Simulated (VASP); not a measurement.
# SnO: single point with PBEsol

Crystal: SnO.

```
Sn O
1.0
    -3.31561    0.00000    0.00000
     0.00000   -5.70500    0.00000
    -0.82890    1.42625   11.68249
Sn O
6 6
Cartesian
  0.0000 -4.3712 10.3237
  0.0000 -4.3712 2.5354
  0.0000 -4.3712 6.4296
  -1.6578 -1.3338 8.3766
  -1.6578 -1.3338 0.5883
  -1.6578 -1.3338 4.4825
  0.0000 -0.6540 11.0934
  0.0000 -0.6540 3.3051
  0.0000 -0.6540 7.1992
  -1.6578 -5.0510 9.1463
  -1.6578 -5.0510 1.3580
  -1.6578 -5.0510 5.2522
```

This cell differs from its parent crystal: the part above a cut slid along it.

* Program: VASP 6.6.1
* Task: single point
* Functional: PBEsol
* Potentials or basis: VASP PAW PBE potentials, release 64 (Sn_d, O)
* Cutoff: 520 eV
* k mesh: 8 × 5 × 3
* Occupations: gaussian, width 0.05 eV
* Spin: no spin polarisation

```yaml
Pressure: 10.9 GPa
Largest_force: 19.786 eV/Å
Band_gap_on_the_k_mesh: 0.61 eV
```

Forces on the atoms (eV/Å):
```
Sn   -1.822   3.046  -4.921
Sn   -0.031   0.097  -0.028
Sn   -0.001   0.103  -0.078
Sn    0.015  -0.277   0.068
Sn   10.516   3.022  16.486
Sn   -0.004  -0.044  -0.150
O    -8.370  -7.313 -12.123
O     0.116  -0.028   0.404
O    -0.005   0.003   0.053
O     0.021   0.197  -0.071
O    -0.440   1.119   0.296
O     0.005   0.076   0.064
```

Stress tensor (GPa, compression positive):
```
 6.79  2.24  9.60
 2.24  7.98  2.83
 9.60  2.83 17.99
```

Levels at points of the mesh, in eV from the valence-band top:
```
           k point  band 57  band 58  band 59  band 60  band 61  band 62  band 63  band 64
(0.00, 0.00, 0.00)    -1.84    -1.53    -0.95    -0.24     1.29     2.38     2.63     2.75
(0.50, 0.00, 0.00)    -1.58    -1.50    -1.41    -0.44     0.74     1.71     2.00     2.19
```

Run time: 8.1 min on 4 MPI ranks on Oxide Virtual Turin-like Processor, with other jobs on the host, peak memory 0.75 GiB a rank.

Caveat: the cell differs from its parent crystal (the part above a cut slid along it); the stress differs along the axes, from 7 to 18 GPa; semilocal functionals underestimate gaps, and a narrow one can read as zero; the PAW data sets were made with another functional, which shifts forces and pressure a little; spin-orbit coupling is left out, which moves the levels of the heavy elements. A k mesh can miss the band edges.
